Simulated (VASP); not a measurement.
# Au (Fm-3m) in VASP: density of states with PBE

Aim: the density of states of Au with PBE.

All numbers are computed with VASP 6.6.1; they aren't measurements. Logs are shortened: lines on timing, memory, paths and dates and some standing lists are left out, and cuts for length are marked.

## 1. The cell of the first run

It takes space group Fm-3m (No. 225, cubic). The conventional cell has a = 4.148 Å, b = 4.148 Å, c = 4.148 Å, α = 90.00°, β = 90.00°, γ = 90.00°. Au (site symmetry m-3m) has 12 Au at 2.93 Å within 3.9 Å.

## 2. Density of states, PBE

POSCAR

```
Au
1.0
    0.0000000000      2.0739630000      2.0739630000
    2.0739630000      0.0000000000      2.0739630000
    2.0739630000      2.0739630000      0.0000000000
Au
1
Direct
    0.0000000000      0.0000000000      0.0000000000
```

INCAR.step1

```
PREC = Accurate ; ENCUT = 400
EDIFF = 1E-6 ; ISMEAR = 1
SIGMA = 0.0208 ; LREAL = F
LASPH = T ; NELM = 120
ALGO = Normal ; ISIF = 2
LWAVE = F ; LCHARG = T
LMAXMIX = 4 ; GGA = PE
NBANDS = 12 ; GGA_COMPAT = F
NEDOS = 2001 ; LORBIT = 11
```

KPOINTS.step1

```
regular mesh
0
Gamma
  11 11 11
```

INCAR.step2

```
PREC = Accurate ; ENCUT = 400
EDIFF = 1E-6 ; ISMEAR = -5
SIGMA = 0.0208 ; LREAL = F
LASPH = T ; NELM = 120
ALGO = Normal ; ISIF = 2
LWAVE = F ; LCHARG = F
LMAXMIX = 4 ; GGA = PE
LORBIT = 11 ; NBANDS = 12
NEDOS = 2001 ; ICHARG = 11
GGA_COMPAT = F
```

KPOINTS.step2

```
regular mesh
0
Gamma
  17 17 17
```

Potentials or basis: VASP PAW PBE potentials, release 64 (Au).

The run is started by

```console
> cat potpaw_PBE.64/Au/POTCAR > POTCAR
> cp INCAR.step1 INCAR
> cp KPOINTS.step1 KPOINTS
> mpirun -np 1 vasp_std > vasp.out
> cp INCAR.step2 INCAR
> cp KPOINTS.step2 KPOINTS
> mpirun -np 1 vasp_std > vasp.out
```

OUTCAR:

```text
PREC = Accurate
   ENCUT = 400
   EDIFF = 1E-6
   ISMEAR = -5
   LREAL = F
   LASPH = T
   NELM = 120
   ISIF = 2
   GGA = PE
   LORBIT = 11
   ICHARG = 11

 ion  position               nearest neighbor table
   1  0.000  0.000  0.000-

  LATTYP: Found a face centered cubic cell.
 ALAT       =     4.1479260000

  Lattice vectors:

 A1 = (   0.0000000000,   2.0739630000,   2.0739630000)
 A2 = (   2.0739630000,   0.0000000000,   2.0739630000)
 A3 = (   2.0739630000,   2.0739630000,   0.0000000000)

Analysis of symmetry for initial positions (statically):
=====================================================================
 Subroutine PRICEL returns:
 Original cell was already a primitive cell.

 Routine SETGRP: Setting up the symmetry group for a
 face centered cubic supercell.

 Subroutine GETGRP returns: Found 48 space group operations
 (whereof 48 operations were pure point group operations)
 out of a pool of 48 trial point group operations.

The static configuration has the point symmetry O_h .

Analysis of symmetry for dynamics (positions and initial velocities):
=====================================================================
 Subroutine PRICEL returns:
 Original cell was already a primitive cell.

 Routine SETGRP: Setting up the symmetry group for a
 face centered cubic supercell.

 Subroutine GETGRP returns: Found 48 space group operations
 (whereof 48 operations were pure point group operations)
 out of a pool of 48 trial point group operations.

The dynamic configuration has the point symmetry O_h .

 Subroutine INISYM returns: Found 48 space group operations
 (whereof 48 operations are pure point group operations),
 and found     1 'primitive' translations

----------------------------------------------------------------------------------------

                                     Primitive cell

  volume of cell :      17.8416

  direct lattice vectors                    reciprocal lattice vectors
     0.000000000  2.073963000  2.073963000    -0.241084339  0.241084339  0.241084339
     2.073963000  0.000000000  2.073963000     0.241084339 -0.241084339  0.241084339
     2.073963000  2.073963000  0.000000000     0.241084339  0.241084339 -0.241084339

  length of vectors
[... 89 lines left out ...]
   ISYM   =      2    0-nonsym 1-usesym 2-fastsym
   POTIM  = 0.5000    time-step for ionic-motion
   TEBEG  =    0.0;   TEEND  =   0.0 temperature during run
   PSTRESS=    0.0 pullay stress
   NELECT =      11.0000    total number of electrons
   NUPDOWN=      -1.0000    fix difference up-down
   EMIN   =  10.00;   EMAX   =-10.00  energy-range for DOS
   EFERMI =   0.00;   METHOD = LEGACY
   ISMEAR =    -5;   SIGMA  =   0.02  broadening in eV -4-tet -1-fermi 0-gaus
   EFERMI_NEDOS =   21; number of points for ismear=-14 and -15
   IALGO  =     38    algorithm
   IMIX   =      4    mixing-type and parameters
     AMIX     =   0.40;   BMIX     =  1.00
     AMIX_MAG =   1.60;   BMIX_MAG =  1.00
  volume/ion in A,a.u.               =      17.84       120.40
  Fermi-wavevector in a.u.,A,eV,Ry     =   1.393354  2.633057 26.414822  1.941435
  Thomas-Fermi vector in A             =   2.517008
   LORBIT       =     11    0 simple, 1 ext, 2 COOP (PROOUT), +10 PAW based schemes
   GGA     = PE    functional components
   LHFCALC =     F    Hartree Fock is set to
   AEXX    =    0.0000 exact exchange contribution
   IVDW    =     0    specifies the selected vdW correction
   LEPSILON=     F    determine dielectric tensor
   LRPA    =     F    only Hartree local field effects (RPA)
 non-spin polarized calculation
 Fermi weights with tetrahedron method with Bloechl corrections
  energy-cutoff  :      400.00
  volume of cell :       17.84
 maximum number of plane-waves:       334

 number of electron      11.0000005 magnetization

 Free energy of the ion-electron system (eV)
  ---------------------------------------------------
  ext. energy  EPLUGINS =         0.00000000
  ---------------------------------------------------
  free energy    TOTEN  =        -3.22016305 eV

  energy without entropy =       -3.22016305  energy(sigma->0) =       -3.22016305

 E-fermi :   8.7690     XC(G=0): -12.4429

 val. band max:        8.7246690098   @ k =   0.4706   0.1765   0.0000
 cond. band min:       8.8256140558   @ k =  -0.2941   0.2353   0.0000
 fundamental gap:      0.1009450461
 Fermi energy:         8.7690264451

 k-point     1 :       0.0000    0.0000    0.0000
  band No.  band energies     occupation
      1      -0.6514      2.00000
      2       4.2761      2.00000
      3       4.2761      2.00000
      4       4.2761      2.00000
      5       5.6711      2.00000
      6       5.6711      2.00000
      7      23.3048      0.00000
      8      27.0384      0.00000
      9      27.0384      0.00000
     10      27.0384      0.00000
     11      31.8023      0.00000
     12      35.9536      0.00000
[... 331 lines left out ...]
 k-point    24 :      -0.1176    0.0588    0.0000
  band No.  band energies     occupation
      1       0.0579      2.00000
      2       4.0614      2.00000
      3       4.4844      2.00000
      4       4.5096      2.00000
      5       5.4819      2.00000
      6       5.7384      2.00000
      7      23.5668      0.00000
      8      24.2500      0.00000
      9      26.7564      0.00000
     10      28.3816      0.00000
     11      30.6754      0.00000
     12      33.5343      0.00000

 [... further k-points ...]

------------------------ aborting loop because EDIFF is reached ----------------------------------------

  FORCE on cell =-STRESS in cart. coord.  units (eV):
  Direction    XX          YY          ZZ          XY          YZ          ZX
  --------------------------------------------------------------------------------------
  -------------------------------------------------------------------------------------
  Total        0.0786810      0.0786810      0.0786810      0.0000000      0.0000000      0.0000000
  in kB        7.0655782      7.0655782      7.0655782      0.0000000      0.0000000      0.0000000
  external PRESSURE =       7.0655782 kB  Pullay stress =       0.0000000 kB

 VOLUME and BASIS-vectors are now :
 -----------------------------------------------------------------------------
  energy-cutoff  :      400.00
  volume of cell :       17.84
      direct lattice vectors                 reciprocal lattice vectors
     0.000000000  2.073963000  2.073963000    -0.241084339  0.241084339  0.241084339
     2.073963000  0.000000000  2.073963000     0.241084339 -0.241084339  0.241084339
     2.073963000  2.073963000  0.000000000     0.241084339  0.241084339 -0.241084339

 POSITION                                       TOTAL-FORCE (eV/Angst)
 -----------------------------------------------------------------------------------
      0.00000      0.00000      0.00000         0.000000     -0.000000      0.000000
 -----------------------------------------------------------------------------------
    total drift:                               -0.000000     -0.000000     -0.000000

  FREE ENERGIE OF THE ION-ELECTRON SYSTEM (eV)
  ---------------------------------------------------
  free  energy   TOTEN  =        -3.2201630529 eV

  energy  without entropy=       -3.2201630529  energy(sigma->0) =       -3.22016305

 total charge

# of ion       s       p       d       tot
------------------------------------------
    1        0.524   0.321   8.759   9.605
```

OUTCAR.step1:

```text
PREC = Accurate
   ENCUT = 400
   EDIFF = 1E-6
   ISMEAR = 1
   LREAL = F
   LASPH = T
   NELM = 120
[... 578 lines left out ...]
      0.00000      0.00000      0.00000         0.000000     -0.000000      0.000000
 -----------------------------------------------------------------------------------
    total drift:                               -0.000000     -0.000000     -0.000000

  FREE ENERGIE OF THE ION-ELECTRON SYSTEM (eV)
  ---------------------------------------------------
  free  energy   TOTEN  =        -3.2289699029 eV

  energy  without entropy=       -3.2289791599  energy(sigma->0) =       -3.22897299

 total charge

# of ion       s       p       d       tot
------------------------------------------
    1        0.525   0.321   8.759   9.606
```

Run time: 14 s. Hardware: 1 thread of AMD EPYC 7R13 (Zen 3), shared host; peak memory 0.1 GiB.

What came out:

- Valence electrons inside the program's atomic spheres: Au 9.61

Caveat: spin-orbit coupling is left out, which moves the levels of the heavy elements; tetrahedron occupations give inexact forces and stress in metals.
